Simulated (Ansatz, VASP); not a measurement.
Given: the input of a run of VASP 6.6.1 on NiMoIrPdW.

The input INCAR:

```
  ALGO = Fast
  EDIFF = 1E-7
  ENCUT = 520
  GGA = PE
  ISIF = 2
  ISMEAR = -1
  ISPIN = 2
  LASPH = True
  LCHARG = True
  LELF = True
  LMAXMIX = 4
  LORBIT = 11
  LREAL = False
  LVHAR = True
  LWAVE = False
  MAGMOM = 1 1 0 0.6 0
  NBANDS = 40
  NELM = 150
  PREC = Accurate
  SIGMA = 0.05
```

Contents of KPOINTS:

```
k-points
0
Gamma
  6 6 4
```

File POSCAR:

```
NiMoIrPdW
1.0
    4.0330049889      0.0000000000      0.0000000000
   -2.0165073924      3.4926848830      0.0000000000
    0.0000000000      0.0000000000      5.3346300308
Ni Mo Pd Ir W
1 1 1 1 1
Direct
    0.0000000000      0.0000000000      0.9577500000
    0.6666700000      0.3333300000      0.9616100000
    0.6666700000      0.3333300000      0.4629500000
    0.3333300000      0.6666700000      0.7257200000
    0.3333300000      0.6666700000      0.2364200000
```

Potentials or basis: VASP PAW PBE potentials, release 64 (Ni, Mo_sv, Pd, Ir, W_sv).

Command:

```bash
$ cat potpaw_PBE.64/Ni/POTCAR potpaw_PBE.64/Mo_sv/POTCAR potpaw_PBE.64/Pd/POTCAR potpaw_PBE.64/Ir/POTCAR potpaw_PBE.64/W_sv/POTCAR > POTCAR
$ mpirun -np 1 vasp_std > vasp.out
```

Task: Set up the same calculation for Ansatz 0.2.0. Potentials there: all-electron LAPW, scalar-relativistic.

Result: As run (the cutoff follows the program's own potentials):

Contents of input.yaml:

```yaml
crystal:
  lattice:
    - [4.0330049889, 0.0, 0.0]
    - [-2.0165073924, 3.492684883, 0.0]
    - [0.0, 0.0, 5.3346300308]
  atoms:
    - { symbol: Ni, position: [0.0, 0.0, 0.95775], spin: 1.0 }
    - { symbol: Mo, position: [0.66667, 0.33333, 0.96161], spin: 1.0 }
    - { symbol: Pd, position: [0.66667, 0.33333, 0.46295] }
    - { symbol: Ir, position: [0.33333, 0.66667, 0.72572], spin: 0.6 }
    - { symbol: W, position: [0.33333, 0.66667, 0.23642] }
kpoints:
  mp_grid: { grid: [6, 6, 4] }
scf:
  occupations: { method: fermi_dirac, width: 0.05 }
hamiltonian:
  xc: pbe
  pseudopotentials: { kind: all_electron, lapw: { basis_error: 0.003 } }
magnetization:
  spin_polarized: true
output:
  forces: true
  stress: true
  eigenvalues: true
```

Potentials or basis: all-electron LAPW, scalar-relativistic.

Launch:

```console
$ ansatz run input.yaml --threads 8 --pin off --max-ram 24576MiB --backend cpu --events-out ev --progress --plain --runs-dir out
```

Both were run:

|  | VASP | Ansatz | Ansatz less VASP |
| --- | --- | --- | --- |
| gap on the k mesh at the Fermi level (eV) | none | none | - |
| pressure (GPa) | 16.3 | 16.0 | -0.30 |
| traceless stress, the component that is largest in VASP (GPa) | 0.99 | 0.95 | -0.047 |
| rms of the force components (eV/Å) | 0.112 | 0.115 | +0.0026 |
| net moment per atom (μB) | 0.00 | 0.00 | 0.000 |

Atom by atom the forces differ by 0.005 eV/Å (rms over components). A gap of «none» marks a metal or a gap that the smearing closes. Ansatz ran all-electron here, and VASP with PAW potentials.

Neither program's run includes spin-orbit coupling. Noted on Ansatz's run: the k mesh is thin for a metal, which can move the energy by tens of meV per atom.
